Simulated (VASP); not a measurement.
Input of a VASP 6.6.1 run:

Contents of INCAR:

```
SYSTEM = TlBiW2O8
ALGO = Normal
EDIFF = 1E-6
ENCUT = 520
ISIF = 2
ISMEAR = -1
LASPH = .TRUE.
LCHARG = .FALSE.
LREAL = Auto
LWAVE = .FALSE.
NBANDS = 122
NELM = 100
PREC = Accurate
SIGMA = 0.05
```

The input KPOINTS:

```
k-points
0
G
  1 1 2
  0 0 0
```

Contents of POSCAR:

```
TlBiW2O8
1.0
    5.5609370000     -5.5227590000      0.0000000000
    5.5609370000      5.5227590000      0.0000000000
   -4.9096900000      0.0000000000      5.8364800000
Tl Bi W O
2 2 4 16
Direct
    0.7895990600      0.2541420538      0.7683740885
    0.2136406437      0.7511618355      0.2278770766
    0.2185996822      0.8056251164      0.7869640605
    0.8091087657      0.2298511881      0.2688949504
    0.3110875500      0.3096389987      0.7863472504
    0.6906026067      0.6887738106      0.2090815012
    0.6764822638      0.6778946014      0.6931403860
    0.2997696479      0.2895754677      0.2700600362
    0.3660965284      0.2658205613      0.5737533582
    0.6129627505      0.7112469595      0.4028455507
    0.7196468195      0.6267403574      0.9238616426
    0.2499053114      0.3760922408      0.0750623664
    0.6627958290      0.9139927399      0.8324195405
    0.3059919724      0.0256791795      0.1371374527
    0.0360976264      0.3018524783      0.6220187510
    0.9347398404      0.6798310167      0.3574414716
    0.3955475501      0.6171034789      0.9412179944
    0.5888004020      0.3787785633     -0.0077101267
    0.3664923819      0.5723315286      0.5285548824
    0.6225538127      0.3944975096      0.4669252700
    0.2788645610      0.0550452707      0.7162878996
    0.7379679873      0.9420869793      0.2730070179
    0.9267995676      0.7627692342      0.7620003838
    0.0448637799      0.2369054750      0.1886068315
```

Potentials or basis: VASP PAW LDA potentials, release 64 (Tl_d, Bi_d, W_sv, O).

Launch:

```console
$ cat potpaw_LDA.64/Tl_d/POTCAR potpaw_LDA.64/Bi_d/POTCAR potpaw_LDA.64/W_sv/POTCAR potpaw_LDA.64/O/POTCAR > POTCAR
$ mpirun -np 1 vasp_std > vasp.out
```

Question: Predict the largest force.

Answer: 5.077 eV/Å.

Question: Estimate the band gap on the k mesh.

Answer: 2.79 eV (least direct gap 2.84 eV).

Question: Predict the pressure.

Answer: -3.6 GPa.

Stress tensor (GPa, compression positive):
```
-4.69 -0.19 -0.83
-0.19 -1.38  1.62
-0.83  1.62 -4.60
```

Caveat: the k points lie up to 0.80 Å⁻¹ apart; spin-orbit coupling is left out, which moves the levels of the heavy elements; forces of over 1 eV/Å act on the atoms, so gaps and moduli don't describe the material at rest. A k mesh can miss the band edges.
